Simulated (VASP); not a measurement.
# KCl (Pm-3m) in VASP: further runs

Runs on KCl. Level: PBE. Tasks: single point.

Everything below comes from runs of VASP 6.6.1. Logs are shortened: lines on timing, memory, paths and dates and some standing lists are left out, and cuts for length are marked.

## (1) The cell of the first run

Symmetry: Pm-3m, No. 221, cubic system. Conventional cell: a = 3.757 Å, b = 3.757 Å, c = 3.757 Å, α = 90.00°, β = 90.00°, γ = 90.00°. Within 4.3 Å of K (site symmetry m-3m) lie 8 Cl at 3.25 Å and 6 K at 3.76 Å. Within 4.3 Å of Cl (site symmetry m-3m) lie 8 K at 3.25 Å and 6 Cl at 3.76 Å.

## (2) Single point, PBE (volume changed by -6%)

Input file INCAR:

```
ALGO = Normal
EDIFF = 1E-6
ENCUT = 520
GGA = PE
ISIF = 2
ISMEAR = 0
LASPH = T
LCHARG = T
LELF = T
LREAL = F
LVHAR = T
LWAVE = F
NBANDS = 15
NELM = 80
PREC = Accurate
SIGMA = 0.01
```

Input file KPOINTS:

```
k-points
0
Gamma
  6 6 6
```

Input file POSCAR:

```
KCl
1.0
    3.7565667743      0.0000000000      0.0000000000
    0.0000000000      3.7565667743      0.0000000000
    0.0000000000      0.0000000000      3.7565667743
K Cl
1 1
Direct
    0.0000000000      0.0000000000      0.0000000000
    0.5000000000      0.5000000000      0.5000000000
```

Potentials or basis: VASP PAW PBE potentials, release 64 (K_sv, Cl).

On the command line:

```bash
> cat potpaw_PBE.64/K_sv/POTCAR potpaw_PBE.64/Cl/POTCAR > POTCAR
> mpirun -np 1 vasp_std > vasp.out
```

OUTCAR:

```text
EDIFF = 1E-6
   ENCUT = 520
   GGA = PE
   ISIF = 2
   ISMEAR = 0
   LASPH = T
   LREAL = F
   NELM = 80
   PREC = Accurate

 ion  position               nearest neighbor table
   1  0.000  0.000  0.000-
   2  0.500  0.500  0.500-

  LATTYP: Found a simple cubic cell.
 ALAT       =     3.7565667743

  Lattice vectors:

 A1 = (   3.7565667743,   0.0000000000,   0.0000000000)
 A2 = (   0.0000000000,   3.7565667743,   0.0000000000)
 A3 = (   0.0000000000,   0.0000000000,   3.7565667743)

Analysis of symmetry for initial positions (statically):
=====================================================================
 Subroutine PRICEL returns:
 Original cell was already a primitive cell.

 Routine SETGRP: Setting up the symmetry group for a
 simple cubic supercell.

 Subroutine GETGRP returns: Found 48 space group operations
 (whereof 48 operations were pure point group operations)
 out of a pool of 48 trial point group operations.

The static configuration has the point symmetry O_h .

Analysis of symmetry for dynamics (positions and initial velocities):
=====================================================================
 Subroutine PRICEL returns:
 Original cell was already a primitive cell.

 Routine SETGRP: Setting up the symmetry group for a
 simple cubic supercell.

 Subroutine GETGRP returns: Found 48 space group operations
 (whereof 48 operations were pure point group operations)
 out of a pool of 48 trial point group operations.

The dynamic configuration has the point symmetry O_h .

 Subroutine INISYM returns: Found 48 space group operations
 (whereof 48 operations are pure point group operations),
 and found     1 'primitive' translations

----------------------------------------------------------------------------------------

                                     Primitive cell

  volume of cell :      53.0119

  direct lattice vectors                    reciprocal lattice vectors
     3.756566774  0.000000000  0.000000000     0.266200512  0.000000000  0.000000000
     0.000000000  3.756566774  0.000000000     0.000000000  0.266200512  0.000000000
     0.000000000  0.000000000  3.756566774     0.000000000  0.000000000  0.266200512

  length of vectors
     3.756566774  3.756566774  3.756566774     0.266200512  0.266200512  0.266200512

  position of ions in fractional coordinates (direct lattice)
     0.000000000  0.000000000  0.000000000
     0.500000000  0.500000000  0.500000000

  ion indices of the primitive-cell ions
   primitive index   ion index
                 1           1
                 2           2

----------------------------------------------------------------------------------------

 KPOINTS: k-points

Automatic generation of k-mesh.
 Grid dimensions read from file:
 generate k-points for:    6    6    6

 Generating k-lattice:

  Cartesian coordinates                     Fractional coordinates (reciprocal lattice)
     0.044366752  0.000000000  0.000000000     0.166666667  0.000000000  0.000000000
     0.000000000  0.044366752  0.000000000     0.000000000  0.166666667  0.000000000
     0.000000000  0.000000000  0.044366752     0.000000000  0.000000000  0.166666667

  Length of vectors
     0.044366752  0.044366752  0.044366752

  Shift w.r.t. Gamma in fractional coordinates (k-lattice)
     0.000000000  0.000000000  0.000000000

 Subroutine IBZKPT returns following result:
 ===========================================

 Found     20 irreducible k-points:

 Following reciprocal coordinates:
            Coordinates               Weight
  0.000000  0.000000  0.000000      1.000000
  0.166667  0.000000  0.000000      6.000000
  0.333333  0.000000  0.000000      6.000000
  0.500000  0.000000  0.000000      3.000000
  0.166667  0.166667  0.000000     12.000000
  0.333333  0.166667  0.000000     24.000000
[... 12 lines left out ...]
  0.500000  0.500000  0.333333      6.000000
  0.500000  0.500000  0.500000      1.000000
   k-points           NKPTS =     20   k-points in BZ     NKDIM =     20   number of bands    NBANDS=     15
   number of dos      NEDOS =    301   number of ions     NIONS =      2
   total plane-waves  NPLWV =  21952
   dimension x,y,z NGX =    28 NGY =   28 NGZ =   28
   dimension x,y,z NGXF=    56 NGYF=   56 NGZF=   56
   ions per type =               1   1
   NGX,Y,Z   is equivalent  to a cutoff of  12.39, 12.39, 12.39 a.u.
   NGXF,Y,Z  is equivalent  to a cutoff of  24.78, 24.78, 24.78 a.u.
 SYSTEM =  unknown system
   PREC   = accura    normal or accurate (medium, high low for compatibility)
   ISTART =      0    job   : 0-new  1-cont  2-samecut
   ICHARG =      2    charge: 1-file 2-atom 10-const
   ISPIN  =      1    spin polarized calculation?
   LNONCOLLINEAR =      F non collinear calculations
   LSORBIT =      F    spin-orbit coupling
   LASPH  =      T    aspherical Exc in radial PAW
   ENCUT  =  520.0 eV  38.22 Ry    6.18 a.u.   6.98  6.98  6.98*2*pi/ulx,y,z
   NELM   =     80;   NELMIN=  2; NELMDL= -5     # of ELM steps
   EDIFF  = 0.1E-05   stopping-criterion for ELM
   LREAL  =      F    real-space projection
   EDIFFG = 0.1E-04   stopping-criterion for IOM
   NSW    =      0    number of steps for IOM
   IBRION =     -1    ionic relax: 0-MD 1-quasi-New 2-CG
   NFREE  =      0    steps in history (QN), initial steepest desc. (CG)
   ISIF   =      2    stress and relaxation
   ISYM   =      2    0-nonsym 1-usesym 2-fastsym
   POTIM  = 0.5000    time-step for ionic-motion
   TEBEG  =    0.0;   TEEND  =   0.0 temperature during run
   PSTRESS=    0.0 pullay stress
   NELECT =      16.0000    total number of electrons
   NUPDOWN=      -1.0000    fix difference up-down
   EMIN   =  10.00;   EMAX   =-10.00  energy-range for DOS
   EFERMI =   0.00;   METHOD = LEGACY
   ISMEAR =     0;   SIGMA  =   0.01  broadening in eV -4-tet -1-fermi 0-gaus
   EFERMI_NEDOS =   21; number of points for ismear=-14 and -15
   IALGO  =     38    algorithm
   IMIX   =      4    mixing-type and parameters
     AMIX     =   0.40;   BMIX     =  1.00
     AMIX_MAG =   1.60;   BMIX_MAG =  1.00
  volume/ion in A,a.u.               =      26.51       178.87
  Fermi-wavevector in a.u.,A,eV,Ry     =   1.098138  2.075181 16.407371  1.205908
  Thomas-Fermi vector in A             =   2.234511
   LORBIT       =      0    0 simple, 1 ext, 2 COOP (PROOUT), +10 PAW based schemes
   GGA     = PE    functional components
   LHFCALC =     F    Hartree Fock is set to
   AEXX    =    0.0000 exact exchange contribution
   IVDW    =     0    specifies the selected vdW correction
   LEPSILON=     F    determine dielectric tensor
   LRPA    =     F    only Hartree local field effects (RPA)
 non-spin polarized calculation
 Gauss-broadening in eV      SIGMA  =   0.01
  energy-cutoff  :      520.00
  volume of cell :       53.01
 maximum number of plane-waves:      1472
 NGX is ok and might be reduce to    28
   NGX = 13   NGY = 13   NGZ = 13

 number of electron      16.0000001 magnetization

 Free energy of the ion-electron system (eV)
  ---------------------------------------------------
  ext. energy  EPLUGINS =         0.00000000
  ---------------------------------------------------
  free energy    TOTEN  =        -6.64012920 eV

  energy without entropy =       -6.64012920  energy(sigma->0) =       -6.64012920

 E-fermi :  -0.4478     XC(G=0):  -8.3576

 val. band max:       -0.5007500149   @ k =   0.5000   0.5000   0.0000
 cond. band min:       4.5812349299   @ k =   0.0000   0.0000   0.0000
 fundamental gap:      5.0819849448
 Fermi energy:        -0.4477684005

 k-point     1 :       0.0000    0.0000    0.0000
  band No.  band energies     occupation
      1     -28.4539      2.00000
      2     -13.1947      2.00000
      3     -11.8268      2.00000
      4     -11.8268      2.00000
      5     -11.8268      2.00000
      6      -0.7162      2.00000
      7      -0.7162      2.00000
      8      -0.7162      2.00000
      9       4.5812      0.00000
     10       6.0074      0.00000
     11       6.0074      0.00000
     12      10.3153      0.00000
     13      10.3153      0.00000
     14      10.3153      0.00000
     15      13.3723      0.00000

 k-point     2 :       0.1667    0.0000    0.0000
  band No.  band energies     occupation
      1     -28.4476      2.00000
      2     -13.2417      2.00000
      3     -11.8172      2.00000
      4     -11.8172      2.00000
      5     -11.7909      2.00000
      6      -1.2440      2.00000
      7      -0.7219      2.00000
      8      -0.7219      2.00000
      9       5.2226      0.00000
     10       6.2443      0.00000
     11       6.6096      0.00000
     12      10.2206      0.00000
     13      10.2206      0.00000
     14      10.4536      0.00000
     15      12.3534      0.00000

 k-point     3 :       0.3333    0.0000    0.0000
  band No.  band energies     occupation
      1     -28.4350      2.00000
      2     -13.3389      2.00000
      3     -11.7979      2.00000
      4     -11.7979      2.00000
      5     -11.7086      2.00000
      6      -2.0795      2.00000
      7      -0.7345      2.00000
      8      -0.7345      2.00000
      9       6.5403      0.00000
     10       6.8933      0.00000
     11       7.7791      0.00000
     12      10.1570      0.00000
     13      10.1570      0.00000
     14      10.6313      0.00000
     15      10.7765      0.00000

 k-point     4 :       0.5000    0.0000    0.0000
  band No.  band energies     occupation
      1     -28.4286      2.00000
      2     -13.3887      2.00000
      3     -11.7881      2.00000
      4     -11.7881      2.00000
      5     -11.6626      2.00000
      6      -2.4338      2.00000
      7      -0.7414      2.00000
      8      -0.7414      2.00000
      9       7.4488      0.00000
     10       7.5293      0.00000
     11       8.1107      0.00000
     12       9.6597      0.00000
     13      10.2202      0.00000
     14      10.2202      0.00000
     15      10.9717      0.00000
[... 235 lines left out ...]
 k-point    18 :       0.5000    0.3333    0.3333
  band No.  band energies     occupation
      1     -28.3947      2.00000
      2     -12.8478      2.00000
      3     -12.0112      2.00000
      4     -11.9869      2.00000
      5     -11.9701      2.00000
      6      -1.9286      2.00000
      7      -1.6994      2.00000
      8      -1.5600      2.00000
      9       7.4920      0.00000
     10       8.0789      0.00000
     11       8.2482      0.00000
     12       9.5010      0.00000
     13       9.5601      0.00000
     14       9.8718      0.00000
     15      12.1482      0.00000

 k-point    19 :       0.5000    0.5000    0.3333
  band No.  band energies     occupation
      1     -28.3891      2.00000
      2     -12.7639      2.00000
      3     -12.0468      2.00000
      4     -12.0468      2.00000
      5     -11.9635      2.00000
      6      -1.9221      2.00000
      7      -1.9221      2.00000
      8      -1.6535      2.00000
      9       7.5477      0.00000
     10       8.4285      0.00000
     11       8.4285      0.00000
     12       9.0108      0.00000
     13      10.1235      0.00000
     14      10.1235      0.00000
     15      12.0192      0.00000

 k-point    20 :       0.5000    0.5000    0.5000
  band No.  band energies     occupation
      1     -28.3836      2.00000
      2     -12.7212      2.00000
      3     -12.0295      2.00000
      4     -12.0295      2.00000
      5     -12.0295      2.00000
      6      -1.9666      2.00000
      7      -1.9666      2.00000
      8      -1.9666      2.00000
      9       8.5174      0.00000
     10       8.5174      0.00000
     11       8.5174      0.00000
     12       9.6738      0.00000
     13       9.6738      0.00000
     14       9.6738      0.00000
     15      12.0493      0.00000

------------------------ aborting loop because EDIFF is reached ----------------------------------------

  FORCE on cell =-STRESS in cart. coord.  units (eV):
  Direction    XX          YY          ZZ          XY          YZ          ZX
  --------------------------------------------------------------------------------------
  -------------------------------------------------------------------------------------
  Total        0.4565525      0.4565525      0.4565525      0.0000000     -0.0000000      0.0000000
  in kB       13.7983764     13.7983764     13.7983764      0.0000000     -0.0000000      0.0000000
  external PRESSURE =      13.7983764 kB  Pullay stress =       0.0000000 kB

 VOLUME and BASIS-vectors are now :
 -----------------------------------------------------------------------------
  energy-cutoff  :      520.00
  volume of cell :       53.01
      direct lattice vectors                 reciprocal lattice vectors
     3.756566774  0.000000000  0.000000000     0.266200512  0.000000000  0.000000000
     0.000000000  3.756566774  0.000000000     0.000000000  0.266200512  0.000000000
     0.000000000  0.000000000  3.756566774     0.000000000  0.000000000  0.266200512

 POSITION                                       TOTAL-FORCE (eV/Angst)
 -----------------------------------------------------------------------------------
      0.00000      0.00000      0.00000         0.000000      0.000000      0.000000
      1.87828      1.87828      1.87828         0.000000      0.000000      0.000000
 -----------------------------------------------------------------------------------
    total drift:                               -0.000000      0.000000      0.000000

  FREE ENERGIE OF THE ION-ELECTRON SYSTEM (eV)
  ---------------------------------------------------
  free  energy   TOTEN  =        -6.6401292035 eV

  energy  without entropy=       -6.6401292035  energy(sigma->0) =       -6.64012920
```

Run time: 6.3 s. Hardware: 1 thread of Intel Xeon 6975P-C (Granite Rapids), shared host; peak memory 0.15 GiB.

What came out:

```
Free energy            : -6.6401 eV
Pressure               : 1.4 GPa
Band gap on the k mesh : 5.08 eV, indirect (least direct gap 5.30 eV)
```

Levels at points of the mesh, in eV from the valence-band top:
| k point | band 4 | band 5 | band 6 | band 7 | band 8 | band 9 | band 10 | band 11 | band 12 | band 13 |
| --- | --- | --- | --- | --- | --- | --- | --- | --- | --- | --- |
| (0.00, 0.00, 0.00) | -11.33 | -11.33 | -0.22 | -0.22 | -0.22 | 5.08 | 6.51 | 6.51 | 10.82 | 10.82 |
| (0.50, 0.00, 0.00) | -11.29 | -11.16 | -1.93 | -0.24 | -0.24 | 7.95 | 8.03 | 8.61 | 10.16 | 10.72 |
| (0.50, 0.50, 0.00) | -11.60 | -11.26 | -1.29 | -1.29 | 0.00 | 6.23 | 7.37 | 9.00 | 9.00 | 11.88 |
| (0.50, 0.50, 0.50) | -11.53 | -11.53 | -1.47 | -1.47 | -1.47 | 9.02 | 9.02 | 9.02 | 10.17 | 10.17 |

Caveat: the cell differs from its parent crystal (volume changed by -6%).

## (3) Single point, PBE

This run uses another cell than the first one, of 28.20 Å³/atom, 1.064 times its volume.

Input file INCAR:

```
  PREC = Accurate
  ENCUT = 520
  EDIFF = 1E-7
  ISMEAR = 0
  SIGMA = 0.01
  LREAL = False
  LASPH = True
  NELM = 100
  ALGO = Normal
  ISIF = 2
  LWAVE = False
  LCHARG = True
  GGA = PE
  LELF = True
  LVHAR = True
  NBANDS = 15
```

Input file KPOINTS:

```
regular mesh
0
Gamma
  6 6 6
```

Input file POSCAR:

```
KCl
1.0
    3.8348510058      0.0000000000      0.0000000000
    0.0000000000      3.8348510058      0.0000000000
    0.0000000000      0.0000000000      3.8348510058
K Cl
1 1
Direct
    0.0000000000      0.0000000000      0.0000000000
    0.5000000000      0.5000000000      0.5000000000
```

Potentials or basis: VASP PAW PBE potentials, release 64 (K_sv, Cl).

On the command line:

```bash
> cat potpaw_PBE.64/K_sv/POTCAR potpaw_PBE.64/Cl/POTCAR > POTCAR
> mpirun -np 1 vasp_std > vasp.out
```

It took 7.8 s on 1 thread of Intel Xeon 6975P-C (Granite Rapids), shared host; peak memory 0.16 GiB.

The run converged. Its results:

- Free energy: -6.6553 eV
- Pressure: 0.0 GPa
- Band gap on the k mesh: 4.81 eV, indirect (least direct gap 5.01 eV)

Levels at points of the mesh, in eV from the valence-band top:
```tsv
k point	band 5	band 6	band 7	band 8	band 9	band 10	band 11	band 12
(0.00, 0.00, 0.00)	-11.44	-0.20	-0.20	-0.20	4.81	6.57	6.57	10.65
(0.50, 0.00, 0.00)	-11.29	-1.76	-0.21	-0.21	7.72	7.91	8.26	10.14
(0.50, 0.50, 0.00)	-11.39	-1.20	-1.20	0.00	6.19	7.29	8.94	8.94
(0.50, 0.50, 0.50)	-11.61	-1.31	-1.31	-1.31	8.82	8.82	8.82	9.90
```
